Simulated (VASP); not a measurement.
Here is a VASP 6.6.1 calculation.

INCAR

```
  ALGO = Normal
  EDIFF = 1E-7
  ENCUT = 520
  ISIF = 2
  ISMEAR = 0
  LASPH = True
  LCHARG = False
  LREAL = False
  LWAVE = False
  NBANDS = 33
  NELM = 80
  PREC = Accurate
  SIGMA = 0.05
```

Contents of KPOINTS:

```
k-points
0
Gamma
  8 8 10
```

Contents of POSCAR:

```
TiO2
1.0
    4.2352780793      0.0000000000      0.0000000000
    0.0000000000      4.2352780793      0.0000000000
    0.0000000000      0.0000000000      2.8274716457
Ti O
2 4
Direct
    0.0000000000      0.0000000000      0.0000000000
    0.5000000000      0.5000000000      0.5000000000
    0.3039457556      0.3039457556      0.0000000000
    0.1960542444      0.8039457556      0.5000000000
    0.6960542444      0.6960542444      0.0000000000
    0.8039457556      0.1960542444      0.5000000000
```

Potentials or basis: VASP PAW LDA potentials, release 64 (Ti_sv, O).

The run is started by

```sh
$ cat potpaw_LDA.64/Ti_sv/POTCAR potpaw_LDA.64/O/POTCAR > POTCAR
$ mpirun -np 1 vasp_std > vasp.out
```

(1) What does it give for the pressure?

(2) Predict the largest force.

## Answers

(1) 65.1 GPa.

(2) 0.607 eV/Å.

Caveat: the cell stands under pressure.
